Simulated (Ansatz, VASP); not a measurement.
**Pt in VASP and in Ansatz**

```
CELL_PARAMETERS angstrom
-1.62360 1.62360 1.62360
1.62360 -1.62360 1.62360
1.62360 1.62360 -1.62360
ATOMIC_POSITIONS crystal
Pt 0.00000 0.00000 0.00000
```

Alike in both runs: task single point; functional PBE; k mesh 16 × 16 × 16; occupations fermi-dirac, width 0.1 eV; no spin polarisation.

```csv
,VASP,Ansatz
version,VASP 6.6.1,Ansatz 0.2.0
potentials or method,"VASP PAW PBE potentials, release 64 (Pt), cutoff 520 eV","plane waves (420 eV) with PAW, scalar-relativistic"
valence electrons in the cell,10,18
```

```tsv
	VASP	Ansatz	Ansatz less VASP
pressure (GPa)	-15.1	-14.7	+0.33
```

With one functional, cell and mesh, what is left measures potentials, basis and numerics. VASP's potentials hold 10 valence electrons a cell and Ansatz's 18, so a difference there can come from the potentials and not from the codes.

Spin-orbit coupling is off throughout.
